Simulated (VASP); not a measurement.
# CsPbBr3 (Pm-3m) in VASP: single point with revPBE

Aim: the single point of CsPbBr3 with revPBE.

All numbers are computed with VASP 6.6.1; they aren't measurements. Logs are shortened: lines on timing, memory, paths and dates and some standing lists are left out, and cuts for length are marked.

## (1) The cell of the first run

Symmetry: Pm-3m, No. 221, cubic system. Conventional cell: a = 5.870 Å, b = 5.870 Å, c = 5.870 Å, α = 90.00°, β = 90.00°, γ = 90.00°. Within 5.4 Å of Cs (site symmetry m-3m) lie 12 Br at 4.15 Å and 8 Pb at 5.08 Å. Pb (site symmetry m-3m) has 6 Br at 2.94 Å within 3.9 Å. Within 3.9 Å of Br (site symmetry 4/mmm) lie 2 Pb at 2.94 Å.

## (2) Single point, revPBE

Contents of INCAR:

```
SYSTEM = CsPbBr3
PREC = Accurate ; ENCUT = 520
EDIFF = 1E-7 ; ISMEAR = 0
SIGMA = 0.01 ; LREAL = .False.
LASPH = .True. ; NELM = 80
ALGO = Normal ; ISIF = 2
LWAVE = .False. ; LCHARG = .False.
GGA = RE ; NBANDS = 30
```

Contents of KPOINTS:

```
Automatic mesh
0
Gamma
  2 2 2
  0 0 0
```

Contents of POSCAR:

```
CsPbBr3
1.0
    5.8700000000      0.0000000000      0.0000000000
    0.0000000000      5.8700000000      0.0000000000
    0.0000000000      0.0000000000      5.8700000000
Cs Pb Br
1 1 3
Direct
    0.0000000000      0.0000000000      0.0000000000
    0.5000000000      0.5000000000      0.5000000000
    0.0000000000      0.5000000000      0.5000000000
    0.5000000000      0.0000000000      0.5000000000
    0.5000000000      0.5000000000      0.0000000000
```

Potentials or basis: VASP PAW PBE potentials, release 64 (Cs_sv, Pb_d, Br).

Launch:

```console
> cat potpaw_PBE.64/Cs_sv/POTCAR potpaw_PBE.64/Pb_d/POTCAR potpaw_PBE.64/Br/POTCAR > POTCAR
> mpirun -np 1 vasp_std > vasp.out
```

OUTCAR:

```text
SYSTEM = CsPbBr3
   PREC = Accurate
   ENCUT = 520
   EDIFF = 1E-7
   ISMEAR = 0
   LREAL = .False.
   LASPH = .True.
   NELM = 80
   ISIF = 2
   GGA = RE

 ion  position               nearest neighbor table
   1  0.000  0.000  0.000-
   2  0.500  0.500  0.500-   3 2.94   4 2.94   5 2.94   5 2.94   4 2.94   3 2.94
   3  0.000  0.500  0.500-   2 2.94   2 2.94
   4  0.500  0.000  0.500-   2 2.94   2 2.94
   5  0.500  0.500  0.000-   2 2.94   2 2.94

  LATTYP: Found a simple cubic cell.
 ALAT       =     5.8700000000

  Lattice vectors:

 A1 = (   5.8700000000,   0.0000000000,   0.0000000000)
 A2 = (   0.0000000000,   5.8700000000,   0.0000000000)
 A3 = (   0.0000000000,   0.0000000000,   5.8700000000)

Analysis of symmetry for initial positions (statically):
=====================================================================
 Subroutine PRICEL returns:
 Original cell was already a primitive cell.

 Routine SETGRP: Setting up the symmetry group for a
 simple cubic supercell.

 Subroutine GETGRP returns: Found 48 space group operations
 (whereof 48 operations were pure point group operations)
 out of a pool of 48 trial point group operations.

The static configuration has the point symmetry O_h .

Analysis of symmetry for dynamics (positions and initial velocities):
=====================================================================
 Subroutine PRICEL returns:
 Original cell was already a primitive cell.

 Routine SETGRP: Setting up the symmetry group for a
 simple cubic supercell.

 Subroutine GETGRP returns: Found 48 space group operations
 (whereof 48 operations were pure point group operations)
 out of a pool of 48 trial point group operations.

The dynamic configuration has the point symmetry O_h .

 Subroutine INISYM returns: Found 48 space group operations
 (whereof 48 operations are pure point group operations),
 and found     1 'primitive' translations

----------------------------------------------------------------------------------------

                                     Primitive cell

  volume of cell :     202.2620

  direct lattice vectors                    reciprocal lattice vectors
     5.870000000  0.000000000  0.000000000     0.170357751  0.000000000  0.000000000
     0.000000000  5.870000000  0.000000000     0.000000000  0.170357751  0.000000000
     0.000000000  0.000000000  5.870000000     0.000000000  0.000000000  0.170357751

  length of vectors
     5.870000000  5.870000000  5.870000000     0.170357751  0.170357751  0.170357751

  position of ions in fractional coordinates (direct lattice)
     0.000000000  0.000000000  0.000000000
     0.500000000  0.500000000  0.500000000
     0.000000000  0.500000000  0.500000000
     0.500000000  0.000000000  0.500000000
     0.500000000  0.500000000  0.000000000

  ion indices of the primitive-cell ions
   primitive index   ion index
                 1           1
                 2           2
                 3           3
                 4           4
                 5           5

----------------------------------------------------------------------------------------

 KPOINTS: Automatic mesh

Automatic generation of k-mesh.
 Grid dimensions read from file:
 generate k-points for:    2    2    2

 Generating k-lattice:

  Cartesian coordinates                     Fractional coordinates (reciprocal lattice)
     0.085178876  0.000000000  0.000000000     0.500000000  0.000000000  0.000000000
     0.000000000  0.085178876  0.000000000     0.000000000  0.500000000  0.000000000
     0.000000000  0.000000000  0.085178876     0.000000000  0.000000000  0.500000000

  Length of vectors
     0.085178876  0.085178876  0.085178876

  Shift w.r.t. Gamma in fractional coordinates (k-lattice)
     0.000000000  0.000000000  0.000000000

 Subroutine IBZKPT returns following result:
 ===========================================

 Found      4 irreducible k-points:

 Following reciprocal coordinates:
            Coordinates               Weight
  0.000000  0.000000  0.000000      1.000000
  0.500000  0.000000  0.000000      3.000000
  0.500000  0.500000  0.000000      3.000000
  0.500000  0.500000  0.500000      1.000000
   k-points           NKPTS =      4   k-points in BZ     NKDIM =      4   number of bands    NBANDS=     30
   number of dos      NEDOS =    301   number of ions     NIONS =      5
   total plane-waves  NPLWV = 110592
   dimension x,y,z NGX =    48 NGY =   48 NGZ =   48
   dimension x,y,z NGXF=    96 NGYF=   96 NGZF=   96
   ions per type =               1   1   3
   NGX,Y,Z   is equivalent  to a cutoff of  13.59, 13.59, 13.59 a.u.
   NGXF,Y,Z  is equivalent  to a cutoff of  27.19, 27.19, 27.19 a.u.
 SYSTEM =  CsPbBr3
   PREC   = accura    normal or accurate (medium, high low for compatibility)
   ISTART =      0    job   : 0-new  1-cont  2-samecut
   ICHARG =      2    charge: 1-file 2-atom 10-const
   ISPIN  =      1    spin polarized calculation?
   LNONCOLLINEAR =      F non collinear calculations
   LSORBIT =      F    spin-orbit coupling
   LASPH  =      T    aspherical Exc in radial PAW
   ENCUT  =  520.0 eV  38.22 Ry    6.18 a.u.  10.91 10.91 10.91*2*pi/ulx,y,z
   NELM   =     80;   NELMIN=  2; NELMDL= -5     # of ELM steps
   EDIFF  = 0.1E-06   stopping-criterion for ELM
   LREAL  =      F    real-space projection
   EDIFFG = 0.1E-05   stopping-criterion for IOM
   NSW    =      0    number of steps for IOM
   IBRION =     -1    ionic relax: 0-MD 1-quasi-New 2-CG
   NFREE  =      0    steps in history (QN), initial steepest desc. (CG)
   ISIF   =      2    stress and relaxation
   ISYM   =      2    0-nonsym 1-usesym 2-fastsym
   POTIM  = 0.5000    time-step for ionic-motion
   TEBEG  =    0.0;   TEEND  =   0.0 temperature during run
   PSTRESS=    0.0 pullay stress
   NELECT =      44.0000    total number of electrons
   NUPDOWN=      -1.0000    fix difference up-down
   EMIN   =  10.00;   EMAX   =-10.00  energy-range for DOS
   EFERMI =   0.00;   METHOD = LEGACY
   ISMEAR =     0;   SIGMA  =   0.01  broadening in eV -4-tet -1-fermi 0-gaus
   EFERMI_NEDOS =   21; number of points for ismear=-14 and -15
   IALGO  =     38    algorithm
   IMIX   =      4    mixing-type and parameters
     AMIX     =   0.40;   BMIX     =  1.00
     AMIX_MAG =   1.60;   BMIX_MAG =  1.00
  volume/ion in A,a.u.               =      40.45       272.99
  Fermi-wavevector in a.u.,A,eV,Ry     =   0.984587  1.860600 13.189657  0.969412
  Thomas-Fermi vector in A             =   2.115831
   LORBIT       =      0    0 simple, 1 ext, 2 COOP (PROOUT), +10 PAW based schemes
   GGA     = RE    functional components
   LHFCALC =     F    Hartree Fock is set to
   AEXX    =    0.0000 exact exchange contribution
   IVDW    =     0    specifies the selected vdW correction
   LEPSILON=     F    determine dielectric tensor
   LRPA    =     F    only Hartree local field effects (RPA)
 non-spin polarized calculation
 Gauss-broadening in eV      SIGMA  =   0.01
  energy-cutoff  :      520.00
  volume of cell :      202.26
 maximum number of plane-waves:      5520
 NGX is ok and might be reduce to    48
   NGX = 21   NGY = 21   NGZ = 21

 number of electron      44.0000000 magnetization

 Free energy of the ion-electron system (eV)
  ---------------------------------------------------
  ext. energy  EPLUGINS =         0.00000000
  ---------------------------------------------------
  free energy    TOTEN  =       -14.10108300 eV

  energy without entropy =      -14.10108300  energy(sigma->0) =      -14.10108300

 E-fermi :   1.5216     XC(G=0):  -7.3817

 val. band max:        1.4393949650   @ k =   0.5000   0.5000   0.5000
 cond. band min:       2.9904273010   @ k =   0.5000   0.5000   0.5000
 fundamental gap:      1.5510323360
 Fermi energy:         1.5215974072

 k-point     1 :       0.0000    0.0000    0.0000
  band No.  band energies     occupation
      1     -20.0923      2.00000
      2     -15.6592      2.00000
      3     -15.6592      2.00000
      4     -15.5202      2.00000
      5     -15.5202      2.00000
      6     -15.5202      2.00000
[... 22 lines left out ...]
     29       7.4581      0.00000
     30       7.4581      0.00000

 k-point     2 :       0.5000    0.0000    0.0000
  band No.  band energies     occupation
      1     -20.0913      2.00000
      2     -15.6591      2.00000
      3     -15.6039      2.00000
      4     -15.5211      2.00000
      5     -15.5211      2.00000
      6     -15.5202      2.00000
[... 22 lines left out ...]
     29       6.9543      0.00000
     30       7.8325      0.00000

 k-point     3 :       0.5000    0.5000    0.0000
  band No.  band energies     occupation
      1     -20.0905      2.00000
      2     -15.6328      2.00000
      3     -15.5717      2.00000
      4     -15.5221      2.00000
      5     -15.5211      2.00000
      6     -15.5211      2.00000
[... 22 lines left out ...]
     29       7.6573      0.00000
     30       7.6575      0.00000

 k-point     4 :       0.5000    0.5000    0.5000
  band No.  band energies     occupation
      1     -20.0898      2.00000
      2     -15.5717      2.00000
      3     -15.5717      2.00000
      4     -15.5221      2.00000
      5     -15.5221      2.00000
      6     -15.5221      2.00000
[... 22 lines left out ...]
     29       6.7264      0.00000
     30       7.8959      0.00000

------------------------ aborting loop because EDIFF is reached ----------------------------------------

  FORCE on cell =-STRESS in cart. coord.  units (eV):
  Direction    XX          YY          ZZ          XY          YZ          ZX
  --------------------------------------------------------------------------------------
  -------------------------------------------------------------------------------------
  Total        4.8357644      4.8357644      4.8357644     -0.0000000     -0.0000000      0.0000000
  in kB       38.3055245     38.3055245     38.3055245     -0.0000000     -0.0000000      0.0000000
  external PRESSURE =      38.3055245 kB  Pullay stress =       0.0000000 kB

 VOLUME and BASIS-vectors are now :
 -----------------------------------------------------------------------------
  energy-cutoff  :      520.00
  volume of cell :      202.26
      direct lattice vectors                 reciprocal lattice vectors
     5.870000000  0.000000000  0.000000000     0.170357751  0.000000000  0.000000000
     0.000000000  5.870000000  0.000000000     0.000000000  0.170357751  0.000000000
     0.000000000  0.000000000  5.870000000     0.000000000  0.000000000  0.170357751

 POSITION                                       TOTAL-FORCE (eV/Angst)
 -----------------------------------------------------------------------------------
      0.00000      0.00000      0.00000         0.000000      0.000000      0.000000
      2.93500      2.93500      2.93500         0.000000      0.000000      0.000000
      0.00000      2.93500      2.93500         0.000000      0.000000      0.000000
      2.93500      0.00000      2.93500         0.000000      0.000000      0.000000
      2.93500      2.93500      0.00000         0.000000      0.000000      0.000000
 -----------------------------------------------------------------------------------
    total drift:                                0.000000     -0.000000     -0.000000

  FREE ENERGIE OF THE ION-ELECTRON SYSTEM (eV)
  ---------------------------------------------------
  free  energy   TOTEN  =       -14.1010830042 eV

  energy  without entropy=      -14.1010830042  energy(sigma->0) =      -14.10108300
```

Wall time 41 s (1 thread of Intel Xeon 8259CL, shared host); peak memory 0.33 GiB.

What came out:

```
Free energy            : -14.1011 eV
Pressure               : 3.8 GPa
Band gap on the k mesh : 1.55 eV
```

Caveat: the k points lie up to 0.54 Å⁻¹ apart; the PAW data sets were made with another functional, which shifts forces and pressure a little; spin-orbit coupling is left out, which moves the levels of the heavy elements.
